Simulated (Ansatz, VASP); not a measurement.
One calculation of Si2W, two programs

```
CELL_PARAMETERS angstrom
-1.61435 1.61435 3.93689
1.61435 -1.61435 3.93689
1.61435 1.61435 -3.93689
ATOMIC_POSITIONS crystal
Si 0.33444 0.33444 0.00000
Si 0.66556 0.66556 0.00000
W 0.00000 0.00000 0.00000
```

Alike in both runs: task electric field gradients; functional PBE; k mesh 18 × 18 × 18; occupations fermi-dirac, width 0.15 eV; no spin polarisation.

|  | VASP | Ansatz |
| --- | --- | --- |
| version | VASP 6.6.1 | Ansatz 0.2.0 |
| potentials or method | VASP PAW PBE potentials, release 64 (Si, W_sv), cutoff 520 eV | scalar-relativistic, plane waves, PAW |
| valence electrons in the cell | 22 | 22 |

Ansatz gave:

| Quantity | Value |
| --- | --- |
| gap on the k mesh at the Fermi level (eV) | none |
| pressure (GPa) | 0.0 |
| traceless stress, the component that is largest in VASP (GPa) | 0.00 |
| size of Vzz on the site where it differs most (V/Å²) | 159.5 |

Question: Which values does VASP return?

Answer: gap on the k mesh at the Fermi level (eV): none; pressure (GPa): 0.1; traceless stress, the component that is largest in VASP (GPa): -0.05; size of Vzz on the site where it differs most (V/Å²): 133.5.

A gap of «none» marks a metal or a gap that the smearing closes.

Spin-orbit coupling is off throughout.
